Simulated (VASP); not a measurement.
# AgPt3 (Pm-3m) in VASP: further runs, part 3 of 3

VASP 6.6.1. The steps go on from the part before.

## Step 5: Electric field gradients, LDA (volume scaled by 1.01)

Input file INCAR:

```
SYSTEM = AgPt3
ALGO = Normal ; EDIFF = 1E-8
ENCUT = 520 ; ISIF = 2
ISMEAR = -1 ; LASPH = .True.
LCHARG = .False. ; LEFG = .True.
LREAL = .False. ; LWAVE = .False.
NBANDS = 28 ; NELM = 100
PREC = Accurate ; SIGMA = 0.08
```

Input file KPOINTS:

```
k-points
0
Gamma
  9 9 9
  0 0 0
```

Input file POSCAR:

```
AgPt3
1.0
    3.9129569058      0.0000000000      0.0000000000
    0.0000000000      3.9129569058      0.0000000000
    0.0000000000      0.0000000000      3.9129569058
Ag Pt
1 3
Direct
    0.0000000000      0.0000000000      0.0000000000
    0.0000000000      0.5000000000      0.5000000000
    0.5000000000      0.0000000000      0.5000000000
    0.5000000000      0.5000000000      0.0000000000
```

Potentials or basis: VASP PAW LDA potentials, release 64 (Ag, Pt).

Run with:

```sh
$ cat potpaw_LDA.64/Ag/POTCAR potpaw_LDA.64/Pt/POTCAR > POTCAR
$ mpirun -np 1 vasp_std > vasp.out
```

OUTCAR:

```text
SYSTEM = AgPt3
   EDIFF = 1E-8
   ENCUT = 520
   ISIF = 2
   ISMEAR = -1
   LASPH = .True.
   LREAL = .False.
   NELM = 100
   PREC = Accurate

 ion  position               nearest neighbor table
   1  0.000  0.000  0.000-   2 2.77   3 2.77   4 2.77   2 2.77   3 2.77   2 2.77   4 2.77   2 2.77
                             3 2.77   4 2.77   3 2.77   4 2.77
   2  0.000  0.500  0.500-   1 2.77   3 2.77   4 2.77   1 2.77   4 2.77   1 2.77   3 2.77   1 2.77
                             3 2.77   4 2.77   4 2.77   3 2.77
   3  0.500  0.000  0.500-   1 2.77   2 2.77   4 2.77   1 2.77   4 2.77   2 2.77   4 2.77   4 2.77
                             1 2.77   2 2.77   1 2.77   2 2.77
   4  0.500  0.500  0.000-   1 2.77   2 2.77   3 2.77   2 2.77   3 2.77   1 2.77   3 2.77   3 2.77
                             1 2.77   2 2.77   2 2.77   1 2.77

  LATTYP: Found a simple cubic cell.
 ALAT       =     3.9129569058

  Lattice vectors:

 A1 = (   3.9129569058,   0.0000000000,   0.0000000000)
 A2 = (   0.0000000000,   3.9129569058,   0.0000000000)
 A3 = (   0.0000000000,   0.0000000000,   3.9129569058)

Analysis of symmetry for initial positions (statically):
=====================================================================
 Subroutine PRICEL returns:
 Original cell was already a primitive cell.

 Routine SETGRP: Setting up the symmetry group for a
 simple cubic supercell.

 Subroutine GETGRP returns: Found 48 space group operations
 (whereof 48 operations were pure point group operations)
 out of a pool of 48 trial point group operations.

The static configuration has the point symmetry O_h .

Analysis of symmetry for dynamics (positions and initial velocities):
=====================================================================
 Subroutine PRICEL returns:
 Original cell was already a primitive cell.

 Routine SETGRP: Setting up the symmetry group for a
 simple cubic supercell.

 Subroutine GETGRP returns: Found 48 space group operations
 (whereof 48 operations were pure point group operations)
 out of a pool of 48 trial point group operations.

The dynamic configuration has the point symmetry O_h .

 Subroutine INISYM returns: Found 48 space group operations
 (whereof 48 operations are pure point group operations),
 and found     1 'primitive' translations

----------------------------------------------------------------------------------------

                                     Primitive cell

  volume of cell :      59.9122

  direct lattice vectors                    reciprocal lattice vectors
     3.912956906  0.000000000  0.000000000     0.255561210  0.000000000  0.000000000
     0.000000000  3.912956906  0.000000000     0.000000000  0.255561210  0.000000000
     0.000000000  0.000000000  3.912956906     0.000000000  0.000000000  0.255561210

  length of vectors
     3.912956906  3.912956906  3.912956906     0.255561210  0.255561210  0.255561210

  position of ions in fractional coordinates (direct lattice)
     0.000000000  0.000000000  0.000000000
     0.000000000  0.500000000  0.500000000
     0.500000000  0.000000000  0.500000000
     0.500000000  0.500000000  0.000000000

  ion indices of the primitive-cell ions
[... 94 lines left out ...]
   IALGO  =     38    algorithm
   IMIX   =      4    mixing-type and parameters
     AMIX     =   0.40;   BMIX     =  1.00
     AMIX_MAG =   1.60;   BMIX_MAG =  1.00
  volume/ion in A,a.u.               =      14.98       101.08
  Fermi-wavevector in a.u.,A,eV,Ry     =   1.442661  2.726235 28.317420  2.081272
  Thomas-Fermi vector in A             =   2.561156
   LORBIT       =      0    0 simple, 1 ext, 2 COOP (PROOUT), +10 PAW based schemes
   GGA     = CA    functional components
   LHFCALC =     F    Hartree Fock is set to
   AEXX    =    0.0000 exact exchange contribution
   IVDW    =     0    specifies the selected vdW correction
   LEPSILON=     F    determine dielectric tensor
   LRPA    =     F    only Hartree local field effects (RPA)
 non-spin polarized calculation
  energy-cutoff  :      520.00
  volume of cell :       59.91
 maximum number of plane-waves:      1631
 NGX is ok and might be reduce to    30
   NGX = 15   NGY = 15   NGZ = 15

 number of electron      41.0000015 magnetization

 Free energy of the ion-electron system (eV)
  ---------------------------------------------------
  ext. energy  EPLUGINS =         0.00000000
  ---------------------------------------------------
  free energy    TOTEN  =       -26.25438317 eV

  energy without entropy =      -26.18360531  energy(sigma->0) =      -26.21899424

 E-fermi :  10.6798     XC(G=0): -13.6359

 val. band max:       10.6332204853   @ k =   0.4444   0.3333   0.2222
 cond. band min:      10.6865345342   @ k =   0.4444   0.2222   0.1111
 fundamental gap:      0.0533140489
 Fermi energy:        10.6797922204

 k-point     1 :       0.0000    0.0000    0.0000
  band No.  band energies     occupation
      1       0.9839      2.00000
      2       3.7203      2.00000
      3       3.7203      2.00000
      4       3.9018      2.00000
      5       4.1366      2.00000
      6       4.1366      2.00000
[... 733 lines left out ...]
     27      21.4967      0.00000
     28      22.6203      0.00000

 [... further k-points ...]

------------------------ aborting loop because EDIFF is reached ----------------------------------------

  FORCE on cell =-STRESS in cart. coord.  units (eV):
  Direction    XX          YY          ZZ          XY          YZ          ZX
  --------------------------------------------------------------------------------------
  -------------------------------------------------------------------------------------
  Total        0.0863290      0.0863290      0.0863290      0.0000000      0.0000000     -0.0000000
  in kB        2.3086187      2.3086187      2.3086187      0.0000000      0.0000000     -0.0000000
  external PRESSURE =       2.3086187 kB  Pullay stress =       0.0000000 kB

 VOLUME and BASIS-vectors are now :
 -----------------------------------------------------------------------------
  energy-cutoff  :      520.00
  volume of cell :       59.91
      direct lattice vectors                 reciprocal lattice vectors
     3.912956906  0.000000000  0.000000000     0.255561210  0.000000000  0.000000000
     0.000000000  3.912956906  0.000000000     0.000000000  0.255561210  0.000000000
     0.000000000  0.000000000  3.912956906     0.000000000  0.000000000  0.255561210

 POSITION                                       TOTAL-FORCE (eV/Angst)
 -----------------------------------------------------------------------------------
      0.00000      0.00000      0.00000         0.000000      0.000000      0.000000
      0.00000      1.95648      1.95648         0.000000      0.000000      0.000000
      1.95648      0.00000      1.95648         0.000000      0.000000      0.000000
      1.95648      1.95648      0.00000         0.000000      0.000000      0.000000
 -----------------------------------------------------------------------------------
    total drift:                                0.000000      0.000000     -0.000000

  FREE ENERGIE OF THE ION-ELECTRON SYSTEM (eV)
  ---------------------------------------------------
  free  energy   TOTEN  =       -26.2543831739 eV

  energy  without entropy=      -26.1836053102  energy(sigma->0) =      -26.21899424

 Electric field gradients (V/A^2)
---------------------------------------------------------------------
 ion       V_xx      V_yy      V_zz      V_xy      V_xz      V_yz
---------------------------------------------------------------------
   1      -0.000    -0.000     0.000     0.000     0.000    -0.000
   2     -14.566     7.283     7.283    -0.000    -0.000    -0.000
   3       7.283   -14.566     7.283     0.000    -0.000    -0.000
   4       7.283     7.283   -14.566     0.000    -0.000    -0.000
---------------------------------------------------------------------

 Electric field gradients after diagonalization (V/A^2)
 (convention: |V_zz| > |V_xx| > |V_yy|)
----------------------------------------------------------------------
 ion       V_xx      V_yy      V_zz     asymmetry (V_yy - V_xx)/ V_zz
----------------------------------------------------------------------
   1      -0.000    -0.000     0.000       0.249
   2       7.283     7.283   -14.566       0.000
   3       7.283     7.283   -14.566       0.000
   4       7.283     7.283   -14.566       0.000
----------------------------------------------------------------------

           NMR quadrupolar parameters

 Cq : quadrupolar parameter    Cq=e*Q*V_zz/h
 eta: asymmetry parameters     (V_yy - V_xx)/ V_zz
 Q  : nuclear electric quadrupole moment in mb (millibarn)
----------------------------------------------------------------------
 ion       Cq(MHz)       eta       Q (mb)
----------------------------------------------------------------------
   1       0.000       0.249       1.000
   2      -0.035       0.000       1.000
   3      -0.035       0.000       1.000
   4      -0.035       0.000       1.000
----------------------------------------------------------------------
```

OSZICAR:

```text
N       E                     dE             d eps       ncg     rms          rms(c)
DAV:   1     0.262117428183E+03    0.26212E+03   -0.20797E+04  1976   0.141E+03
DAV:   2    -0.197068029093E+02   -0.28182E+03   -0.27088E+03  2172   0.327E+02
DAV:   3    -0.277880377948E+02   -0.80812E+01   -0.79417E+01  2160   0.560E+01
DAV:   4    -0.278511721024E+02   -0.63134E-01   -0.63103E-01  2100   0.496E+00
DAV:   5    -0.278517640113E+02   -0.59191E-03   -0.59190E-03  2112   0.537E-01    0.237E+01
DAV:   6    -0.264088946664E+02    0.14429E+01   -0.31182E+00  2056   0.161E+01    0.129E+01
DAV:   7    -0.262861168410E+02    0.12278E+00   -0.52707E-01  2076   0.673E+00    0.457E+00
DAV:   8    -0.262600050986E+02    0.26112E-01   -0.10083E-01  2056   0.519E+00    0.203E+00
DAV:   9    -0.262545329852E+02    0.54721E-02   -0.19319E-02  2036   0.160E+00    0.182E-01
DAV:  10    -0.262543778583E+02    0.15513E-03   -0.76658E-04  2068   0.367E-01    0.716E-02
DAV:  11    -0.262543837388E+02   -0.58806E-05   -0.10550E-04  2088   0.111E-01    0.141E-02
DAV:  12    -0.262543833726E+02    0.36626E-06   -0.94273E-06  2092   0.260E-02    0.677E-03
DAV:  13    -0.262543831758E+02    0.19678E-06   -0.10647E-06  2092   0.893E-03    0.762E-04
DAV:  14    -0.262543831739E+02    0.18763E-08   -0.13731E-08  1216   0.942E-04
   1 F= -.26254383E+02 E0= -.26218994E+02  d E =-.707779E-01
```

stdout:

```text
POSCAR found type information on POSCAR AgPt
 POSCAR found :  2 types and       4 ions
 scaLAPACK will be used
 LDA part: xc-table for (Slater(with rela. corr.)+CA(PZ))
 , standard interpolation
 POSCAR, INCAR and KPOINTS ok, starting setup
 FFT: planning ... GRIDC
 FFT: planning ... GRID_SOFT
 FFT: planning ... GRID
 WAVECAR not read
 entering main loop
ion   1

ion   2

ion   3

ion   4
```

It took 22 s on 1 thread of Intel Xeon 6975P-C (Granite Rapids), shared host; peak memory 0.18 GiB.

Results:

```yaml
Free_energy: -26.2544 eV
Pressure: 0.2 GPa
```

Electric field gradients, principal values (V/Å²):
| atom | least | middle | greatest (by size) |
| --- | --- | --- | --- |
| 1 Ag | 0.000 | 0.000 | 0.000 |
| 2 Pt | 7.283 | 7.283 | -14.566 |
| 3 Pt | 7.283 | 7.283 | -14.566 |
| 4 Pt | 7.283 | 7.283 | -14.566 |

Caveat: without QUAD_EFG the Cq values of the log hold for a quadrupole moment of 1 mb, not for the nuclei; spin-orbit coupling is left out, which moves the levels of the heavy elements.

## Step 6: Electric field gradients, LDA (volume scaled by 1.01)

Input file INCAR:

```
ALGO = Normal
EDIFF = 1E-8
ENCUT = 520
ISIF = 2
ISMEAR = -1
LASPH = True
LCHARG = False
LEFG = True
LREAL = False
LWAVE = False
NBANDS = 28
NELM = 100
PREC = Accurate
SIGMA = 0.08
```

Input file KPOINTS:

```
k-points
0
Gamma
  9 9 9
```

POSCAR is that of step 5.

Potentials or basis: VASP PAW LDA potentials, release 64 (Ag, Pt).

Run with:

```sh
$ cat potpaw_LDA.64/Ag/POTCAR potpaw_LDA.64/Pt/POTCAR > POTCAR
$ mpirun -np 1 vasp_std > vasp.out
```

OUTCAR:

```text
EDIFF = 1E-8
   ENCUT = 520
   ISIF = 2
   ISMEAR = -1
   LASPH = True
   LREAL = False
   NELM = 100
   PREC = Accurate

 ion  position               nearest neighbor table
   1  0.000  0.000  0.000-   2 2.77   3 2.77   4 2.77   2 2.77   3 2.77   2 2.77   4 2.77   2 2.77
                             3 2.77   4 2.77   3 2.77   4 2.77
   2  0.000  0.500  0.500-   1 2.77   3 2.77   4 2.77   1 2.77   4 2.77   1 2.77   3 2.77   1 2.77
                             3 2.77   4 2.77   4 2.77   3 2.77
   3  0.500  0.000  0.500-   1 2.77   2 2.77   4 2.77   1 2.77   4 2.77   2 2.77   4 2.77   4 2.77
                             1 2.77   2 2.77   1 2.77   2 2.77
   4  0.500  0.500  0.000-   1 2.77   2 2.77   3 2.77   2 2.77   3 2.77   1 2.77   3 2.77   3 2.77
                             1 2.77   2 2.77   2 2.77   1 2.77

  LATTYP: Found a simple cubic cell.
 ALAT       =     3.9129569058

  Lattice vectors:

[... 974 lines left out ...]
   2     -14.566     7.283     7.283    -0.000    -0.000    -0.000
   3       7.283   -14.566     7.283     0.000    -0.000    -0.000
   4       7.283     7.283   -14.566     0.000    -0.000    -0.000
---------------------------------------------------------------------

 Electric field gradients after diagonalization (V/A^2)
 (convention: |V_zz| > |V_xx| > |V_yy|)
----------------------------------------------------------------------
 ion       V_xx      V_yy      V_zz     asymmetry (V_yy - V_xx)/ V_zz
----------------------------------------------------------------------
   1      -0.000    -0.000     0.000       0.249
   2       7.283     7.283   -14.566       0.000
   3       7.283     7.283   -14.566       0.000
   4       7.283     7.283   -14.566       0.000
----------------------------------------------------------------------

           NMR quadrupolar parameters

 Cq : quadrupolar parameter    Cq=e*Q*V_zz/h
 eta: asymmetry parameters     (V_yy - V_xx)/ V_zz
 Q  : nuclear electric quadrupole moment in mb (millibarn)
----------------------------------------------------------------------
 ion       Cq(MHz)       eta       Q (mb)
----------------------------------------------------------------------
   1       0.000       0.249       1.000
   2      -0.035       0.000       1.000
   3      -0.035       0.000       1.000
   4      -0.035       0.000       1.000
----------------------------------------------------------------------
```

OSZICAR:

```text
N       E                     dE             d eps       ncg     rms          rms(c)
DAV:   1     0.262117428183E+03    0.26212E+03   -0.20797E+04  1976   0.141E+03
DAV:   2    -0.197068029093E+02   -0.28182E+03   -0.27088E+03  2172   0.327E+02
DAV:   3    -0.277880377948E+02   -0.80812E+01   -0.79417E+01  2160   0.560E+01
DAV:   4    -0.278511721024E+02   -0.63134E-01   -0.63103E-01  2100   0.496E+00
DAV:   5    -0.278517640113E+02   -0.59191E-03   -0.59190E-03  2112   0.537E-01    0.237E+01
DAV:   6    -0.264088946664E+02    0.14429E+01   -0.31182E+00  2056   0.161E+01    0.129E+01
DAV:   7    -0.262861168410E+02    0.12278E+00   -0.52707E-01  2076   0.673E+00    0.457E+00
DAV:   8    -0.262600050986E+02    0.26112E-01   -0.10083E-01  2056   0.519E+00    0.203E+00
DAV:   9    -0.262545329852E+02    0.54721E-02   -0.19319E-02  2036   0.160E+00    0.182E-01
DAV:  10    -0.262543778583E+02    0.15513E-03   -0.76658E-04  2068   0.367E-01    0.716E-02
DAV:  11    -0.262543837388E+02   -0.58806E-05   -0.10550E-04  2088   0.111E-01    0.141E-02
DAV:  12    -0.262543833726E+02    0.36626E-06   -0.94273E-06  2092   0.260E-02    0.677E-03
DAV:  13    -0.262543831758E+02    0.19678E-06   -0.10647E-06  2092   0.893E-03    0.762E-04
DAV:  14    -0.262543831739E+02    0.18763E-08   -0.13731E-08  1216   0.942E-04
   1 F= -.26254383E+02 E0= -.26218994E+02  d E =-.707779E-01
```

stdout:

```text
POSCAR found type information on POSCAR AgPt
 POSCAR found :  2 types and       4 ions
 scaLAPACK will be used
 LDA part: xc-table for (Slater(with rela. corr.)+CA(PZ))
 , standard interpolation
 POSCAR, INCAR and KPOINTS ok, starting setup
 FFT: planning ... GRIDC
 FFT: planning ... GRID_SOFT
 FFT: planning ... GRID
 WAVECAR not read
 entering main loop
ion   1

ion   2

ion   3

ion   4
```

Run time: 21 s. Hardware: 1 thread of Intel Xeon 6975P-C (Granite Rapids), shared host; peak memory 0.18 GiB.

What came out:

```
Free energy : -26.2544 eV
Pressure    : 0.2 GPa
```

Levels at points of the mesh, in eV from the Fermi level:
| k point | band 17 | band 18 | band 19 | band 20 | band 21 | band 22 | band 23 | band 24 |
| --- | --- | --- | --- | --- | --- | --- | --- | --- |
| (0.00, 0.00, 0.00) | -0.41 | 0.32 | 0.75 | 0.75 | 0.75 | 1.96 | 1.96 | 1.96 |

Electric field gradients, principal values (V/Å²):
| atom | least | middle | greatest (by size) |
| --- | --- | --- | --- |
| 1 Ag | 0.000 | 0.000 | 0.000 |
| 2 Pt | 7.283 | 7.283 | -14.566 |
| 3 Pt | 7.283 | 7.283 | -14.566 |
| 4 Pt | 7.283 | 7.283 | -14.566 |

Caveat: without QUAD_EFG the Cq values of the log hold for a quadrupole moment of 1 mb, not for the nuclei; spin-orbit coupling is left out, which moves the levels of the heavy elements.

## Step 7: Overview

```tsv
cell	gap on the mesh (eV)	pressure (GPa)
a = 3.820 Å, 4 atoms	none	23.0
a = 3.874 Å, 4 atoms	none	8.8
a = 3.913 Å, 4 atoms	none	0.2
```

Alike in all rows: task electric field gradients; level LDA; potentials or basis VASP PAW LDA potentials, release 64 (Ag, Pt); no spin polarisation; k mesh 9 × 9 × 9; cutoff (eV) 520; smearing fermi-dirac 0.08 eV.

Caveats: spin-orbit coupling is left out, which moves the levels of the heavy elements.

Absolute energies hang on the potentials; compare differences alone.
